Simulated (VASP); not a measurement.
# GaBTe3 (P6/mmm) in VASP: single point with PBE

Aim: the single point of GaBTe3 with PBE.

Program: VASP 6.6.1. These are calculated values, not measurements. Logs are shortened: lines on timing, memory, paths and dates and some standing lists are left out, and cuts for length are marked.

### 1 The cell of the first run

It takes space group P6/mmm (No. 191, hexagonal). The conventional cell has a = 5.229 Å, b = 5.229 Å, c = 5.960 Å, α = 90.00°, β = 90.00°, γ = 120.00°. Ga (site symmetry 6/mmm) has 2 B at 2.98 Å and 12 Te at 3.96 Å within 4.0 Å. Within 3.4 Å of B (site symmetry 6/mmm) lie 6 Te at 2.61 Å and 2 Ga at 2.98 Å. Within 3.4 Å of Te (site symmetry mmm) lie 4 Te at 2.61 Å and 2 B at 2.61 Å.

The cell was built from a structure type or drawn by symmetry, and may not be a known phase.

### 2 Single point, PBE

INCAR reads:

```
SYSTEM = GaBTe3
  PREC = Accurate
  ENCUT = 520
  EDIFF = 1E-6
  ISMEAR = 0
  SIGMA = 0.1
  LREAL = .False.
  LASPH = .True.
  NELM = 60
  ALGO = Normal
  ISIF = 2
  LWAVE = .False.
  LCHARG = .False.
  GGA = PE
  NBANDS = 25
```

KPOINTS reads:

```
regular mesh
0
Gamma
  6 6 4
  0 0 0
```

POSCAR reads:

```
GaBTe3
1.0
    5.2292246300      0.0000000000      0.0000000000
   -2.6146123200      4.5286413700      0.0000000000
    0.0000000000      0.0000000000      5.9598383400
Ga B Te
1 1 3
Direct
    0.0000000000      0.0000000000      0.5000000000
    0.0000000000      0.0000000000      0.0000000000
    0.5000000000      0.0000000000      0.0000000000
    0.0000000000      0.5000000000      0.0000000000
    0.5000000000      0.5000000000      0.0000000000
```

Potentials or basis: VASP PAW PBE potentials, release 64 (Ga_d, B, Te).

Started as:

```
> cat potpaw_PBE.64/Ga_d/POTCAR potpaw_PBE.64/B/POTCAR potpaw_PBE.64/Te/POTCAR > POTCAR
> mpirun -np 1 vasp_std > vasp.out
```

OUTCAR:

```text
SYSTEM = GaBTe3
   PREC = Accurate
   ENCUT = 520
   EDIFF = 1E-6
   ISMEAR = 0
   LREAL = .False.
   LASPH = .True.
   NELM = 60
   ISIF = 2
   GGA = PE

 ion  position               nearest neighbor table
   1  0.000  0.000  0.500-
   2  0.000  0.000  0.000-   5 2.61   5 2.61   3 2.61   3 2.61   4 2.61   4 2.61
   3  0.500  0.000  0.000-   4 2.61   4 2.61   2 2.61   2 2.61   5 2.61   5 2.61
   4  0.000  0.500  0.000-   3 2.61   3 2.61   5 2.61   5 2.61   2 2.61   2 2.61
   5  0.500  0.500  0.000-   2 2.61   2 2.61   4 2.61   4 2.61   3 2.61   3 2.61

  LATTYP: Found a hexagonal cell.
 ALAT       =     5.2292246300
 C/A-ratio  =     1.1397174078

  Lattice vectors:

 A1 = (   5.2292246300,   0.0000000000,   0.0000000000)
 A2 = (  -2.6146123200,   4.5286413700,   0.0000000000)
 A3 = (   0.0000000000,   0.0000000000,   5.9598383400)

Analysis of symmetry for initial positions (statically):
=====================================================================
 Subroutine PRICEL returns:
 Original cell was already a primitive cell.

 Routine SETGRP: Setting up the symmetry group for a
 hexagonal supercell.

 Subroutine GETGRP returns: Found 24 space group operations
 (whereof 24 operations were pure point group operations)
 out of a pool of 24 trial point group operations.

The static configuration has the point symmetry D_6h.

Analysis of symmetry for dynamics (positions and initial velocities):
=====================================================================
 Subroutine PRICEL returns:
 Original cell was already a primitive cell.

 Routine SETGRP: Setting up the symmetry group for a
 hexagonal supercell.

 Subroutine GETGRP returns: Found 24 space group operations
 (whereof 24 operations were pure point group operations)
 out of a pool of 24 trial point group operations.

The dynamic configuration has the point symmetry D_6h.

 Subroutine INISYM returns: Found 24 space group operations
 (whereof 24 operations are pure point group operations),
 and found     1 'primitive' translations

----------------------------------------------------------------------------------------

                                     Primitive cell

  volume of cell :     141.1366

  direct lattice vectors                    reciprocal lattice vectors
     5.229224630  0.000000000  0.000000000     0.191232940  0.110408390  0.000000000
    -2.614612320  4.528641370  0.000000000     0.000000000  0.220816779  0.000000000
     0.000000000  0.000000000  5.959838340     0.000000000  0.000000000  0.167789786

  length of vectors
     5.229224630  5.229224631  5.959838340     0.220816779  0.220816779  0.167789786

  position of ions in fractional coordinates (direct lattice)
     0.000000000  0.000000000  0.500000000
     0.000000000  0.000000000  0.000000000
     0.500000000  0.000000000  0.000000000
     1.000000000  0.500000000  0.000000000
     0.500000000  0.500000000  0.000000000

  ion indices of the primitive-cell ions
   primitive index   ion index
                 1           1
                 2           2
                 3           3
                 4           4
                 5           5

----------------------------------------------------------------------------------------

 KPOINTS: regular mesh

Automatic generation of k-mesh.
 Grid dimensions read from file:
 generate k-points for:    6    6    4

 Generating k-lattice:

  Cartesian coordinates                     Fractional coordinates (reciprocal lattice)
     0.031872157  0.018401398  0.000000000     0.166666667  0.000000000  0.000000000
     0.000000000  0.036802796  0.000000000     0.000000000  0.166666667  0.000000000
     0.000000000  0.000000000  0.041947447     0.000000000  0.000000000  0.250000000

  Length of vectors
     0.036802796  0.036802796  0.041947447

  Shift w.r.t. Gamma in fractional coordinates (k-lattice)
     0.000000000  0.000000000  0.000000000

 Subroutine IBZKPT returns following result:
 ===========================================

 Found     21 irreducible k-points:

 Following reciprocal coordinates:
            Coordinates               Weight
  0.000000  0.000000  0.000000      1.000000
  0.166667  0.000000  0.000000      6.000000
  0.333333  0.000000  0.000000      6.000000
  0.500000  0.000000  0.000000      3.000000
  0.166667  0.166667  0.000000      6.000000
  0.333333  0.166667  0.000000     12.000000
[... 13 lines left out ...]
  0.333333  0.166667  0.500000     12.000000
  0.333333  0.333333  0.500000      2.000000
   k-points           NKPTS =     21   k-points in BZ     NKDIM =     21   number of bands    NBANDS=     25
   number of dos      NEDOS =    301   number of ions     NIONS =      5
   total plane-waves  NPLWV =  76800
   dimension x,y,z NGX =    40 NGY =   40 NGZ =   48
   dimension x,y,z NGXF=    80 NGYF=   80 NGZF=   96
   ions per type =               1   1   3
   NGX,Y,Z   is equivalent  to a cutoff of  12.72, 12.72, 13.39 a.u.
   NGXF,Y,Z  is equivalent  to a cutoff of  25.43, 25.43, 26.78 a.u.
 SYSTEM =  GaBTe3
   PREC   = accura    normal or accurate (medium, high low for compatibility)
   ISTART =      0    job   : 0-new  1-cont  2-samecut
   ICHARG =      2    charge: 1-file 2-atom 10-const
   ISPIN  =      1    spin polarized calculation?
   LNONCOLLINEAR =      F non collinear calculations
   LSORBIT =      F    spin-orbit coupling
   LASPH  =      T    aspherical Exc in radial PAW
   ENCUT  =  520.0 eV  38.22 Ry    6.18 a.u.   9.72  9.72 11.08*2*pi/ulx,y,z
   NELM   =     60;   NELMIN=  2; NELMDL= -5     # of ELM steps
   EDIFF  = 0.1E-05   stopping-criterion for ELM
   LREAL  =      F    real-space projection
[... 7 lines left out ...]
   TEBEG  =    0.0;   TEEND  =   0.0 temperature during run
   PSTRESS=    0.0 pullay stress
   NELECT =      34.0000    total number of electrons
   NUPDOWN=      -1.0000    fix difference up-down
   EMIN   =  10.00;   EMAX   =-10.00  energy-range for DOS
   EFERMI =   0.00;   METHOD = LEGACY
   ISMEAR =     0;   SIGMA  =   0.10  broadening in eV -4-tet -1-fermi 0-gaus
   EFERMI_NEDOS =   21; number of points for ismear=-14 and -15
   IALGO  =     38    algorithm
   IMIX   =      4    mixing-type and parameters
     AMIX     =   0.40;   BMIX     =  1.00
     AMIX_MAG =   1.60;   BMIX_MAG =  1.00
  volume/ion in A,a.u.               =      28.23       190.49
  Fermi-wavevector in a.u.,A,eV,Ry     =   1.018641  1.924953 14.117812  1.037630
  Thomas-Fermi vector in A             =   2.152110
   LORBIT       =      0    0 simple, 1 ext, 2 COOP (PROOUT), +10 PAW based schemes
   GGA     = PE    functional components
   LHFCALC =     F    Hartree Fock is set to
   AEXX    =    0.0000 exact exchange contribution
   IVDW    =     0    specifies the selected vdW correction
   LEPSILON=     F    determine dielectric tensor
   LRPA    =     F    only Hartree local field effects (RPA)
 non-spin polarized calculation
 Gauss-broadening in eV      SIGMA  =   0.10
  energy-cutoff  :      520.00
  volume of cell :      141.14
 maximum number of plane-waves:      3818
 NGX is ok and might be reduce to    40
   NGX = 19   NGY = 19   NGZ = 23

 number of electron      34.0000000 magnetization

 Free energy of the ion-electron system (eV)
  ---------------------------------------------------
  ext. energy  EPLUGINS =         0.00000000
  ---------------------------------------------------
  free energy    TOTEN  =        -9.52733384 eV

  energy without entropy =       -9.51507968  energy(sigma->0) =       -9.52120676

 E-fermi :   5.6137     XC(G=0):  -8.7018

 val. band max:        5.5957555901   @ k =   0.3333   0.0000   0.5000
 cond. band min:       5.6913934089   @ k =   0.3333   0.1667   0.0000
 fundamental gap:      0.0956378188
 Fermi energy:         5.6137285421

 k-point     1 :       0.0000    0.0000    0.0000
  band No.  band energies     occupation
      1     -10.9822      2.00000
      2     -10.0119      2.00000
      3     -10.0119      2.00000
      4      -9.9195      2.00000
      5      -9.9195      2.00000
      6      -9.8890      2.00000
[... 17 lines left out ...]
     24      10.0882      0.00000
     25      10.0882      0.00000

 k-point     2 :       0.1667    0.0000    0.0000
  band No.  band energies     occupation
      1     -10.7979      2.00000
      2     -10.0119      2.00000
      3     -10.0116      2.00000
      4      -9.9196      2.00000
      5      -9.9195      2.00000
      6      -9.8888      2.00000
[... 17 lines left out ...]
     24      10.1741      0.00000
     25      10.5584      0.00000

 k-point     3 :       0.3333    0.0000    0.0000
  band No.  band energies     occupation
      1     -10.2698      2.00000
      2     -10.0119      2.00000
      3     -10.0111      2.00000
      4      -9.9200      2.00000
      5      -9.9196      2.00000
      6      -9.8878      2.00000
[... 17 lines left out ...]
     24      10.5899      0.00000
     25      11.1758      0.00000

 k-point     4 :       0.5000    0.0000    0.0000
  band No.  band energies     occupation
      1     -10.0121      2.00000
      2     -10.0108      2.00000
      3      -9.9202      2.00000
      4      -9.9197      2.00000
      5      -9.8938      2.00000
      6      -9.7307      2.00000
[... 17 lines left out ...]
     24      11.2808      0.00000
     25      11.4884      0.00000
[... 393 lines left out ...]
 k-point    19 :       0.1667    0.1667    0.5000
  band No.  band energies     occupation
      1     -10.4292      2.00000
      2     -10.0117      2.00000
      3     -10.0112      2.00000
      4      -9.9204      2.00000
      5      -9.9165      2.00000
      6      -9.8912      2.00000
[... 17 lines left out ...]
     24      10.4463      0.00000
     25      11.0013      0.00000

 k-point    20 :       0.3333    0.1667    0.5000
  band No.  band energies     occupation
      1     -10.0116      2.00000
      2     -10.0109      2.00000
      3      -9.9423      2.00000
      4      -9.9211      2.00000
      5      -9.8910      2.00000
      6      -9.7551      2.00000
[... 17 lines left out ...]
     24       9.5361      0.00000
     25      10.5615      0.00000

 k-point    21 :       0.3333    0.3333    0.5000
  band No.  band energies     occupation
      1     -10.0112      2.00000
      2     -10.0112      2.00000
      3      -9.9242      2.00000
      4      -9.9242      2.00000
      5      -9.8909      2.00000
      6      -9.0800      2.00000
[... 17 lines left out ...]
     24       8.1132      0.00000
     25       8.2861      0.00000

------------------------ aborting loop because EDIFF is reached ----------------------------------------

  FORCE on cell =-STRESS in cart. coord.  units (eV):
  Direction    XX          YY          ZZ          XY          YZ          ZX
  --------------------------------------------------------------------------------------
  -------------------------------------------------------------------------------------
  Total       32.6811375     32.6811374     -4.8031437     -0.0000000     -0.0000000      0.0000000
  in kB      370.9949847    370.9949845    -54.5250985     -0.0000004     -0.0000000      0.0000000
  external PRESSURE =     229.1549569 kB  Pullay stress =       0.0000000 kB

 VOLUME and BASIS-vectors are now :
 -----------------------------------------------------------------------------
  energy-cutoff  :      520.00
  volume of cell :      141.14
      direct lattice vectors                 reciprocal lattice vectors
     5.229224630  0.000000000  0.000000000     0.191232940  0.110408390  0.000000000
    -2.614612320  4.528641370  0.000000000     0.000000000  0.220816779  0.000000000
     0.000000000  0.000000000  5.959838340     0.000000000  0.000000000  0.167789786

 POSITION                                       TOTAL-FORCE (eV/Angst)
 -----------------------------------------------------------------------------------
      0.00000      0.00000      2.97992        -0.000000      0.000000      0.000000
      0.00000      0.00000      0.00000        -0.000000      0.000000      0.000000
      2.61461      0.00000      0.00000         0.000000      0.000000      0.000000
     -1.30731      2.26432      0.00000        -0.000000      0.000000      0.000000
      1.30731      2.26432      0.00000        -0.000000      0.000000      0.000000
 -----------------------------------------------------------------------------------
    total drift:                               -0.000000     -0.000000      0.000000

  FREE ENERGIE OF THE ION-ELECTRON SYSTEM (eV)
  ---------------------------------------------------
  free  energy   TOTEN  =        -9.5273338351 eV

  energy  without entropy=       -9.5150796769  energy(sigma->0) =       -9.52120676
```

Run time: 66 s. Hardware: 1 thread of Intel Xeon Platinum 8375C at 2.90GHz (Ice Lake), shared host; peak memory 0.3 GiB.

Results:

| Quantity | Value |
| --- | --- |
| Free energy | -9.5273 eV |
| Pressure | 22.9 GPa |
| Band gap on the k mesh | zero (bands 17 and 18 overlap by 1.89 eV) |

Caveat: the cell stands under pressure; spin-orbit coupling is left out, which moves the levels of the heavy elements.
